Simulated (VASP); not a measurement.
Wanted: the native input for a VASP 6.6.1 run.

```
Task                   : single point
Functional             : PBE
Potentials or basis    : VASP PAW PBE potentials, release 64 (K_sv, Zn, F)
Cutoff                 : 600 eV
k mesh                 : 4 × 4 × 4
Occupations            : fermi-dirac, width 0.25852 eV
Spin                   : no spin polarisation
Dipole correction      : no
Further INCAR settings : ALGO = Normal; EDIFF = 1e-06; NBANDS = 29
```

The structure of KZnF3 lies in POSCAR:

```
KZnF3
1.0
    4.0474167900      0.0000000000      0.0000000000
    0.0000000000      4.0474167900      0.0000000000
    0.0000000000      0.0000000000      4.0474167900
K Zn F
1 1 3
Direct
    0.0000000000      0.0000000000      0.0000000000
    0.5000000000      0.5000000000      0.5000000000
    0.0000000000      0.5000000000      0.5000000000
    0.5000000000      0.0000000000      0.5000000000
    0.5000000000      0.5000000000      0.0000000000
```

These files were run (other wordings do the same):

INCAR

```
PREC = Accurate
ENCUT = 600
EDIFF = 1E-6
ISMEAR = -1
SIGMA = 0.2585199978643553
LREAL = False
LASPH = True
NELM = 120
ALGO = Normal
ISIF = 2
LWAVE = False
LCHARG = False
GGA = PE
NBANDS = 29
GGA_COMPAT = False
```

KPOINTS

```
regular mesh
0
Gamma
  4 4 4
```

Potentials or basis: VASP PAW PBE potentials, release 64 (K_sv, Zn, F).

Command:

```bash
$ cat potpaw_PBE.64/K_sv/POTCAR potpaw_PBE.64/Zn/POTCAR potpaw_PBE.64/F/POTCAR > POTCAR
$ mpirun -np 1 vasp_std > vasp.out
```

It gave:

```json
{
  "Pressure": "5.0 GPa",
  "Band gap on the k mesh": "3.80 eV (least direct gap 5.67 eV)"
}
```

Caveat: the cell stands under pressure.

It took 39 s on 1 thread of Intel Xeon 8259CL, with other jobs on the host, peak memory 0.19 GiB.
